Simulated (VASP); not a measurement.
# Al2Cu in VASP: further runs

The runs below take Al2Cu through single point, relaxation of cell and atoms, with PBE.

Everything below comes from runs of VASP 6.6.1. Logs are shortened: lines on timing, memory, paths and dates and some standing lists are left out, and cuts for length are marked.

**1. The cell of the first run**

The structure is tetragonal, space group I4/mmm (No. 139). The conventional cell has a = 4.061 Å, b = 4.061 Å, c = 5.702 Å, α = 90.00°, β = 90.00°, γ = 90.00°. Within 3.3 Å of Al (site symmetry -4m2) lie 4 Cu at 2.48 Å and 6 Al at 2.85 to 2.87 Å. Cu (site symmetry 4/mmm) has 8 Al at 2.48 Å within 3.3 Å.

**2. Single point, PBE**

INCAR

```
SYSTEM = Al2Cu
ALGO     = Normal         ! electronic algorithm
EDIFF    = 1E-6           ! SCF threshold, eV
ENCUT    = 520            ! plane-wave cutoff, eV
GGA      = PE             ! functional
ISIF     = 2              ! what is computed and relaxed
ISMEAR   = 0              ! smearing method
LASPH    = .True.         ! aspherical terms in the spheres
LCHARG   = .False.        ! write CHGCAR
LREAL    = .False.        ! projectors in reciprocal space
LWAVE    = .False.        ! write WAVECAR
NBANDS   = 16             ! bands
NELM     = 60             ! most SCF steps
PREC     = Accurate       ! precision mode
SIGMA    = 0.1            ! smearing width, eV
```

KPOINTS

```
k-points
0
Gamma
  6 6 6
  0 0 0
```

POSCAR

```
Al2Cu
1.0
   -2.0303375700      2.0303375700      2.8510940100
    2.0303375700     -2.0303375700      2.8510940100
    2.0303375700      2.0303375700     -2.8510940100
Al Cu
2 1
Direct
    0.7500000000      0.2500000000      0.5000000000
    0.2500000000      0.7500000000      0.5000000000
    0.5000000000      0.5000000000      0.0000000000
```

Potentials or basis: VASP PAW PBE potentials, release 64 (Al, Cu).

On the command line:

```sh
$ cat potpaw_PBE.64/Al/POTCAR potpaw_PBE.64/Cu/POTCAR > POTCAR
$ mpirun -np 1 vasp_std > vasp.out
```

OUTCAR:

```text
SYSTEM = Al2Cu
   EDIFF = 1E-6
   ENCUT = 520
   GGA = PE
   ISIF = 2
   ISMEAR = 0
   LASPH = .True.
   LREAL = .False.
   NELM = 60
   PREC = Accurate

 ion  position               nearest neighbor table
   1  0.750  0.250  0.500-   3 2.48   3 2.48   3 2.48   3 2.48   2 2.85   2 2.85   2 2.87   2 2.87
                             2 2.87   2 2.87
   2  0.250  0.750  0.500-   3 2.48   3 2.48   3 2.48   3 2.48   1 2.85   1 2.85   1 2.87   1 2.87
                             1 2.87   1 2.87
   3  0.500  0.500  0.000-   2 2.48   1 2.48   2 2.48   1 2.48   1 2.48   2 2.48   1 2.48   2 2.48

  LATTYP: Found a body centered tetragonal cell.
 ALAT       =     4.0606751400
 C/A-ratio  =     1.4042462949

  Lattice vectors:

 A1 = (  -2.0303375700,   2.0303375700,   2.8510940100)
 A2 = (   2.0303375700,  -2.0303375700,   2.8510940100)
 A3 = (   2.0303375700,   2.0303375700,  -2.8510940100)

Analysis of symmetry for initial positions (statically):
=====================================================================
 Subroutine PRICEL returns:
 Original cell was already a primitive cell.

 Routine SETGRP: Setting up the symmetry group for a
 body centered tetragonal supercell.

 Subroutine GETGRP returns: Found 16 space group operations
 (whereof 16 operations were pure point group operations)
 out of a pool of 16 trial point group operations.

The static configuration has the point symmetry D_4h.

Analysis of symmetry for dynamics (positions and initial velocities):
=====================================================================
 Subroutine PRICEL returns:
 Original cell was already a primitive cell.

 Routine SETGRP: Setting up the symmetry group for a
 body centered tetragonal supercell.

 Subroutine GETGRP returns: Found 16 space group operations
 (whereof 16 operations were pure point group operations)
 out of a pool of 16 trial point group operations.

The dynamic configuration has the point symmetry D_4h.

 Subroutine INISYM returns: Found 16 space group operations
 (whereof 16 operations are pure point group operations),
 and found     1 'primitive' translations

----------------------------------------------------------------------------------------

                                     Primitive cell

  volume of cell :      47.0119

  direct lattice vectors                    reciprocal lattice vectors
    -2.030337570  2.030337570  2.851094010     0.000000000  0.246264467  0.175371278
     2.030337570 -2.030337570  2.851094010     0.246264467  0.000000000  0.175371278
     2.030337570  2.030337570 -2.851094010     0.246264467  0.246264467  0.000000000

  length of vectors
     4.046390781  4.046390781  4.046390781     0.302326434  0.302326434  0.348270550

  position of ions in fractional coordinates (direct lattice)
     0.750000000  0.250000000  0.500000000
     0.250000000  0.750000000  0.500000000
     0.500000000  0.500000000  0.000000000

  ion indices of the primitive-cell ions
   primitive index   ion index
                 1           1
                 2           2
                 3           3

----------------------------------------------------------------------------------------

 KPOINTS: k-points

Automatic generation of k-mesh.
 Grid dimensions read from file:
 generate k-points for:    6    6    6

 Generating k-lattice:

  Cartesian coordinates                     Fractional coordinates (reciprocal lattice)
     0.000000000  0.041044078  0.029228546     0.166666667 -0.000000000  0.000000000
     0.041044078  0.000000000  0.029228546    -0.000000000  0.166666667  0.000000000
     0.041044078  0.041044078  0.000000000     0.000000000  0.000000000  0.166666667

  Length of vectors
     0.050387739  0.050387739  0.058045092

  Shift w.r.t. Gamma in fractional coordinates (k-lattice)
     0.000000000  0.000000000  0.000000000

 Subroutine IBZKPT returns following result:
 ===========================================

 Found     30 irreducible k-points:

 Following reciprocal coordinates:
            Coordinates               Weight
  0.000000  0.000000  0.000000      1.000000
  0.166667  0.000000 -0.000000      8.000000
  0.333333  0.000000 -0.000000      8.000000
  0.500000  0.000000  0.000000      4.000000
  0.166667  0.166667  0.000000      8.000000
  0.333333  0.166667 -0.000000     16.000000
[... 16 lines left out ...]
 -0.333333 -0.333333  0.166667      8.000000
 -0.166667 -0.333333  0.166667      8.000000
 [... further k-points ...]
   k-points           NKPTS =     30   k-points in BZ     NKDIM =     30   number of bands    NBANDS=     16
   number of dos      NEDOS =    301   number of ions     NIONS =      3
   total plane-waves  NPLWV =  27000
   dimension x,y,z NGX =    30 NGY =   30 NGZ =   30
   dimension x,y,z NGXF=    60 NGYF=   60 NGZF=   60
   ions per type =               2   1
   NGX,Y,Z   is equivalent  to a cutoff of  12.33, 12.33, 12.33 a.u.
   NGXF,Y,Z  is equivalent  to a cutoff of  24.65, 24.65, 24.65 a.u.
 SYSTEM =  Al2Cu
   PREC   = accura    normal or accurate (medium, high low for compatibility)
   ISTART =      0    job   : 0-new  1-cont  2-samecut
   ICHARG =      2    charge: 1-file 2-atom 10-const
   ISPIN  =      1    spin polarized calculation?
   LNONCOLLINEAR =      F non collinear calculations
   LSORBIT =      F    spin-orbit coupling
   LASPH  =      T    aspherical Exc in radial PAW
   ENCUT  =  520.0 eV  38.22 Ry    6.18 a.u.   7.52  7.52  7.52*2*pi/ulx,y,z
   NELM   =     60;   NELMIN=  2; NELMDL= -5     # of ELM steps
   EDIFF  = 0.1E-05   stopping-criterion for ELM
   LREAL  =      F    real-space projection
   EDIFFG = 0.1E-04   stopping-criterion for IOM
   NSW    =      0    number of steps for IOM
   IBRION =     -1    ionic relax: 0-MD 1-quasi-New 2-CG
   NFREE  =      0    steps in history (QN), initial steepest desc. (CG)
   ISIF   =      2    stress and relaxation
   ISYM   =      2    0-nonsym 1-usesym 2-fastsym
   POTIM  = 0.5000    time-step for ionic-motion
   TEBEG  =    0.0;   TEEND  =   0.0 temperature during run
   PSTRESS=    0.0 pullay stress
   NELECT =      17.0000    total number of electrons
   NUPDOWN=      -1.0000    fix difference up-down
   EMIN   =  10.00;   EMAX   =-10.00  energy-range for DOS
   EFERMI =   0.00;   METHOD = LEGACY
   ISMEAR =     0;   SIGMA  =   0.10  broadening in eV -4-tet -1-fermi 0-gaus
   EFERMI_NEDOS =   21; number of points for ismear=-14 and -15
   IALGO  =     38    algorithm
   IMIX   =      4    mixing-type and parameters
     AMIX     =   0.40;   BMIX     =  1.00
     AMIX_MAG =   1.60;   BMIX_MAG =  1.00
  volume/ion in A,a.u.               =      15.67       105.75
  Fermi-wavevector in a.u.,A,eV,Ry     =   1.166331  2.204046 18.508384  1.360328
  Thomas-Fermi vector in A             =   2.302845
   LORBIT       =      0    0 simple, 1 ext, 2 COOP (PROOUT), +10 PAW based schemes
   GGA     = PE    functional components
   LHFCALC =     F    Hartree Fock is set to
   AEXX    =    0.0000 exact exchange contribution
   IVDW    =     0    specifies the selected vdW correction
   LEPSILON=     F    determine dielectric tensor
   LRPA    =     F    only Hartree local field effects (RPA)
 non-spin polarized calculation
 Gauss-broadening in eV      SIGMA  =   0.10
  energy-cutoff  :      520.00
  volume of cell :       47.01
 maximum number of plane-waves:      1293
   NGX = 15   NGY = 15   NGZ = 15

 number of electron      17.0000003 magnetization

 Free energy of the ion-electron system (eV)
  ---------------------------------------------------
  ext. energy  EPLUGINS =         0.00000000
  ---------------------------------------------------
  free energy    TOTEN  =       -11.73510740 eV

  energy without entropy =      -11.72957934  energy(sigma->0) =      -11.73234337

 E-fermi :   7.1375     XC(G=0): -10.5211

 val. band max:        7.1055814839   @ k =  -0.3333   0.1667   0.0000
 cond. band min:       7.1794547614   @ k =  -0.1667  -0.3333   0.1667
 fundamental gap:      0.0738732775
 Fermi energy:         7.1375195151

 k-point     1 :       0.0000    0.0000    0.0000
  band No.  band energies     occupation
      1      -3.1137      2.00000
      2       2.5587      2.00000
      3       2.5656      2.00000
      4       2.5656      2.00000
      5       3.1187      2.00000
      6       3.1300      2.00000
[... 8 lines left out ...]
     15      14.1285      0.00000
     16      14.3600      0.00000

 k-point     2 :       0.1667    0.0000   -0.0000
  band No.  band energies     occupation
      1      -2.7393      2.00000
      2       2.4377      2.00000
      3       2.6145      2.00000
      4       2.6179      2.00000
      5       3.1092      2.00000
      6       3.1191      2.00000
[... 8 lines left out ...]
     15      13.2853      0.00000
     16      13.8679      0.00000

 k-point     3 :       0.3333    0.0000   -0.0000
  band No.  band energies     occupation
      1      -1.6479      2.00000
      2       1.8929      2.00000
      3       2.6916      2.00000
      4       2.6931      2.00000
      5       3.1392      2.00000
      6       3.1430      2.00000
[... 8 lines left out ...]
     15      14.6676      0.00000
     16      16.3178      0.00000

 k-point     4 :       0.5000    0.0000    0.0000
  band No.  band energies     occupation
      1      -0.3146      2.00000
      2       0.6155      2.00000
      3       2.7054      2.00000
      4       2.7101      2.00000
      5       3.1731      2.00000
      6       3.1887      2.00000
[... 8 lines left out ...]
     15      17.0443      0.00000
     16      18.4737      0.00000
[... 324 lines left out ...]
 k-point    22 :      -0.1667    0.5000    0.1667
  band No.  band energies     occupation
      1      -0.2957      2.00000
      2       1.1446      2.00000
      3       2.6500      2.00000
      4       2.7834      2.00000
      5       3.1805      2.00000
      6       3.1957      2.00000
[... 8 lines left out ...]
     15      17.1134      0.00000
     16      18.2159      0.00000

 k-point    23 :      -0.3333   -0.3333    0.1667
  band No.  band energies     occupation
      1      -0.6733      2.00000
      2       1.9336      2.00000
      3       2.5966      2.00000
      4       2.8944      2.00000
      5       3.0224      2.00000
      6       3.1848      2.00000
[... 8 lines left out ...]
     15      16.3756      0.00000
     16      17.0308      0.00000

 k-point    24 :      -0.1667   -0.3333    0.1667
  band No.  band energies     occupation
      1      -1.7473      2.00000
      2       2.1495      2.00000
      3       2.7046      2.00000
      4       2.7336      2.00000
      5       3.0131      2.00000
      6       3.1953      2.00000
[... 8 lines left out ...]
     15      15.8688      0.00000
     16      16.9052      0.00000

 [... further k-points ...]

------------------------ aborting loop because EDIFF is reached ----------------------------------------

  FORCE on cell =-STRESS in cart. coord.  units (eV):
  Direction    XX          YY          ZZ          XY          YZ          ZX
  --------------------------------------------------------------------------------------
  -------------------------------------------------------------------------------------
  Total        0.8474507      0.8474507      0.8568823      0.0000000     -0.0000000     -0.0000000
  in kB       28.8813182     28.8813182     29.2027485      0.0000000     -0.0000000     -0.0000000
  external PRESSURE =      28.9884617 kB  Pullay stress =       0.0000000 kB

 VOLUME and BASIS-vectors are now :
 -----------------------------------------------------------------------------
  energy-cutoff  :      520.00
  volume of cell :       47.01
      direct lattice vectors                 reciprocal lattice vectors
    -2.030337570  2.030337570  2.851094010     0.000000000  0.246264467  0.175371278
     2.030337570 -2.030337570  2.851094010     0.246264467  0.000000000  0.175371278
     2.030337570  2.030337570 -2.851094010     0.246264467  0.246264467  0.000000000

 POSITION                                       TOTAL-FORCE (eV/Angst)
 -----------------------------------------------------------------------------------
      0.00000      2.03034      1.42555         0.000000     -0.000000      0.000000
      2.03034      0.00000      1.42555        -0.000000      0.000000     -0.000000
      0.00000      0.00000      2.85109         0.000000     -0.000000     -0.000000
 -----------------------------------------------------------------------------------
    total drift:                                0.000000     -0.000000      0.000000

  FREE ENERGIE OF THE ION-ELECTRON SYSTEM (eV)
  ---------------------------------------------------
  free  energy   TOTEN  =       -11.7351073955 eV

  energy  without entropy=      -11.7295793381  energy(sigma->0) =      -11.73234337
```

Wall time 25 s (1 thread of Intel Xeon 6975P-C (Granite Rapids), shared host); peak memory 0.17 GiB.

Results:

- Free energy: -11.7351 eV
- Pressure: 2.9 GPa
- Band gap on the k mesh: zero (an odd number of electrons rules out a gap without spin polarisation)

Levels at points of the mesh, in eV from the Fermi level:
| k point | band 5 | band 6 | band 7 | band 8 | band 9 | band 10 | band 11 | band 12 | band 13 | band 14 |
| --- | --- | --- | --- | --- | --- | --- | --- | --- | --- | --- |
| (0.00, 0.00, 0.00) | -4.02 | -4.01 | 2.93 | 2.96 | 2.96 | 3.01 | 3.01 | 3.01 | 4.38 | 6.99 |
| (0.50, 0.00, 0.00) | -3.96 | -3.95 | -3.95 | 0.63 | 0.69 | 2.96 | 2.99 | 3.91 | 4.47 | 9.82 |
| (0.50, 0.50, 0.00) | -4.07 | -3.85 | -3.73 | -1.97 | -1.92 | 0.43 | 1.60 | 9.07 | 10.66 | 10.89 |
| (0.50, 0.50, 0.50) | -4.07 | -3.85 | -3.71 | -1.99 | -1.99 | 0.35 | 1.56 | 9.08 | 10.74 | 10.74 |

**3. Single point, PBE**

This run uses another cell than the first one, of 16.12 Å³/atom.

INCAR

```
SYSTEM = Al2Cu
PREC = Accurate ; ENCUT = 520
EDIFF = 1E-7 ; ISMEAR = 0
SIGMA = 0.1 ; LREAL = .False.
LASPH = .True. ; NELM = 100
ALGO = Fast ; ISIF = 2
LWAVE = .False. ; LCHARG = .True.
GGA = PE ; LELF = .True.
LVHAR = .True. ; NBANDS = 16
```

KPOINTS

```
regular mesh
0
Gamma
  16 16 16
  0 0 0
```

POSCAR

```
Al2Cu
1.0
   -2.0447501002      2.0447501002      2.8916747215
    2.0447501002     -2.0447501002      2.8916747215
    2.0447501002      2.0447501002     -2.8916747215
Al Cu
2 1
Direct
    0.7500000000      0.2500000000      0.5000000000
    0.2500000000      0.7500000000      0.5000000000
    0.5000000000      0.5000000000      0.0000000000
```

Potentials or basis: VASP PAW PBE potentials, release 64 (Al, Cu).

On the command line:

```sh
$ cat potpaw_PBE.64/Al/POTCAR potpaw_PBE.64/Cu/POTCAR > POTCAR
$ mpirun -np 1 vasp_std > vasp.out
```

Wall time 6.4 min (1 thread of Intel Xeon 6975P-C (Granite Rapids), shared host); peak memory 0.37 GiB.

It converged, with:

* Free energy: -11.7505 eV
* Pressure: 0.1 GPa
* Band gap on the k mesh: zero (an odd number of electrons rules out a gap without spin polarisation)

Levels at points of the mesh, in eV from the Fermi level:
```
           k point  band 5  band 6  band 7  band 8  band 9  band 10  band 11  band 12  band 13  band 14
(0.00, 0.00, 0.00)   -3.95   -3.95    2.84    2.85    2.85     2.92     2.92     2.92     4.04     6.88
(0.50, 0.00, 0.00)   -3.91   -3.89   -3.89    0.61    0.61     2.88     2.88     3.67     4.32     9.67
(0.50, 0.50, 0.00)   -4.01   -3.80   -3.68   -1.95   -1.95     0.25     1.56     8.95    10.43    10.44
(0.50, 0.50, 0.50)   -4.01   -3.80   -3.68   -1.95   -1.95     0.25     1.56     8.95    10.43    10.43
```

[end of part 1 of 2]

The gap in the log of VASP goes by the Fermi energy; the results here count the filled bands.